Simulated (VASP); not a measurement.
Crystal: Pd2C.

```xyz
3
Lattice="0.0000 2.7338 2.7338 2.7338 0.0000 2.7338 2.7338 2.7338 0.0000" Properties=species:S:1:pos:R:3 pbc="T T T"
Pd    1.3669    1.3669    1.3669
Pd    4.1006    4.1006    4.1006
C     0.0000    0.0000    0.0000
```

```yaml
Program: VASP 6.6.1
Task: relaxation of cell and atoms
Functional: PBE
Potentials_or_basis: VASP PAW PBE potentials, release 64 (Pd, C)
Cutoff: 600 eV
k_mesh: 6 × 6 × 6
Occupations: gaussian, width 0.1 eV
Spin: no spin polarisation
```

At the start: pressure -10.9 GPa; volume 13.62 Å³/atom.

How do energy, volume and symmetry change on relaxing?

Over 3 steps the energy falls by 31.6 meV/atom and the volume is 12.77 Å³/atom (-6.3 %); space group Fm-3m (No. 225, to 0.05 Å).

The path:
| step | energy change (eV) | largest force (eV/Å) | pressure (GPa) | volume (Å³) |
| --- | --- | --- | --- | --- |
| 1 | 0.0000 | 0.0000 | -10.93 | 40.86 |
| 2 | 0.0381 | 0.0000 | 17.25 | 35.61 |
| 3 | -0.0947 | 0.0000 | -0.19 | 38.31 |

Final structure:
```
CELL_PARAMETERS angstrom
0.00000 2.67554 2.67554
2.67554 0.00000 2.67554
2.67554 2.67554 0.00000
ATOMIC_POSITIONS crystal
Pd 0.25000 0.25000 0.25000
Pd 0.75000 0.75000 0.75000
C 0.00000 0.00000 0.00000
```
